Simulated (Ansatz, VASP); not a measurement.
## Zn6O: VASP beside Ansatz

Contents of INCAR:

```
SYSTEM = Zn6O
PREC = Accurate
ENCUT = 600
EDIFF = 1E-6
ISMEAR = 0
SIGMA = 0.1
LREAL = .FALSE.
LASPH = .TRUE.
NELM = 80
ALGO = Fast
ISIF = 3
LWAVE = .FALSE.
LCHARG = .FALSE.
GGA = PE
IBRION = 2
NSW = 100
EDIFFG = -0.01
```

The input KPOINTS:

```
regular mesh
0
G
  6 6 4
  0 0 0
```

POSCAR

```
Zn6O
1.0
    5.0757709177      0.0000000000      0.0000000000
   -2.5378854588      4.3957465585      0.0000000000
    0.0000000000      0.0000000000      8.9887133722
Zn O
12 2
Direct
    0.9692835303      0.6596109087      0.3819710192
    0.3403890913      0.0307164697      0.1180289808
    0.6903273784      0.0307164697      0.3819710192
    0.9692835303      0.3096726216      0.1180289808
    0.3403890913      0.3096726216      0.3819710192
    0.6903273784      0.6596109087      0.1180289808
    0.6596109087      0.6903273784      0.6180289808
    0.0307164697      0.6903273784      0.8819710192
    0.3096726216      0.3403890913      0.8819710192
    0.0307164697      0.3403890913      0.6180289808
    0.3096726216      0.9692835303      0.6180289808
    0.6596109087      0.9692835303      0.8819710192
    0.3333333333      0.6666666667      0.2500000000
    0.6666666667      0.3333333333      0.7500000000
```

Input for Ansatz:

```yaml
crystal:
  lattice:
    - [5.0757709334, 0.0, 0.0]
    - [-2.5378854667, 4.3957465721, 0.0]
    - [0.0, 0.0, 8.9887132719]
  atoms:
    - { symbol: Zn, position: [0.9692835301, 0.6596109079, 0.3819710193] }
    - { symbol: Zn, position: [0.3403890921, 0.0307164699, 0.1180289807] }
    - { symbol: Zn, position: [0.6903273777, 0.0307164699, 0.3819710193] }
    - { symbol: Zn, position: [0.9692835301, 0.3096726223, 0.1180289807] }
    - { symbol: Zn, position: [0.3403890921, 0.3096726223, 0.3819710193] }
    - { symbol: Zn, position: [0.6903273777, 0.6596109079, 0.1180289807] }
    - { symbol: Zn, position: [0.6596109079, 0.6903273777, 0.6180289807] }
    - { symbol: Zn, position: [0.0307164699, 0.6903273777, 0.8819710193] }
    - { symbol: Zn, position: [0.3096726223, 0.3403890921, 0.8819710193] }
    - { symbol: Zn, position: [0.0307164699, 0.3403890921, 0.6180289807] }
    - { symbol: Zn, position: [0.3096726223, 0.9692835301, 0.6180289807] }
    - { symbol: Zn, position: [0.6596109079, 0.9692835301, 0.8819710193] }
    - { symbol: O, position: [0.3333333333, 0.6666666667, 0.25] }
    - { symbol: O, position: [0.6666666667, 0.3333333333, 0.75] }
basis:
  ecutwfc: 420
kpoints:
  mp_grid: { grid: [6, 6, 4] }
hamiltonian:
  xc: pbe
scf:
  occupations: { method: gaussian, width: 0.1 }
output:
  forces: true
  stress: true
  eigenvalues: true
relax:
  adjacent_minimum: "off"
  f_tol: 0.01
  max_steps: 80
  cell: { stress_tol: 0.05 }
```

Alike in both runs: task relaxation of cell and atoms; functional PBE; k mesh 6 × 6 × 4; occupations gaussian, width 0.1 eV; no spin polarisation.

|  | VASP | Ansatz |
| --- | --- | --- |
| version | VASP 6.6.1 | Ansatz 0.2.0 |
| potentials or method | VASP PAW PBE potentials, release 64 (Zn, O), cutoff 600 eV | scalar-relativistic, plane waves, PAW |
| valence electrons in the cell | 156 | 156 |

```csv
,VASP,Ansatz,Ansatz less VASP
"gap on the k mesh at the Fermi level, each at its own relaxed structure (eV)",none,none,-
relaxed volume (Å³/atom),14.42,14.40,-0.025
relaxed length of the cell vector where the two differ most in proportion (Å),5.080,5.077,-0.0031
```

A gap of «none» marks a metal or a gap that the smearing closes.
